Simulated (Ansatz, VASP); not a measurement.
**TaI3 in VASP and in Ansatz**

```
CELL_PARAMETERS angstrom
5.68195 0.00000 5.68195
0.00000 5.68195 5.68195
0.00000 0.00000 11.36390
ATOMIC_POSITIONS crystal
Ta 0.00000 0.00000 0.00000
Ta 0.00000 0.00000 0.50000
I 0.50000 0.00000 0.75000
I 0.00000 0.00000 0.25000
I 0.00000 0.50000 0.75000
I 0.50000 0.00000 0.25000
I 0.00000 0.00000 0.75000
I 0.00000 0.50000 0.25000
```

Alike in both runs: functional PBE; k mesh 6 × 6 × 3; occupations gaussian, width 0.05 eV; collinear spin.

Ansatz relaxed the structure, and its values are those at the end. VASP's run is a single point on that final structure, the one shown.

|  | VASP | Ansatz |
| --- | --- | --- |
| version | VASP 6.6.1 | Ansatz 0.2.0 |
| potentials or method | VASP PAW PBE potentials, release 64 (Ta_pv, I), cutoff 520 eV | scalar-relativistic, plane waves, PAW |
| valence electrons in the cell | 64 | 128 |

|  | VASP | Ansatz | Ansatz less VASP |
| --- | --- | --- | --- |
| gap on the k mesh at the Fermi level (eV) | none | none | - |
| pressure (GPa) | -1.2 | -1.2 | +0.01 |
| net moment per atom (μB) | 0.00 | 0.00 | 0.000 |
| size of the moment on the site where the two differ most (μB) | 1.01 | 0.96 | -0.049 |

Site moments also hang on the region over which each program counts them. A gap of «none» marks a metal or a gap that the smearing closes. With one functional, cell and mesh, what is left measures potentials, basis and numerics. VASP's potentials hold 64 valence electrons a cell and Ansatz's 128, so a difference there can come from the potentials and not from the codes. Ansatz's warnings: stress scf threshold loose, xc potential rough in thin density.

Neither program's run includes spin-orbit coupling.
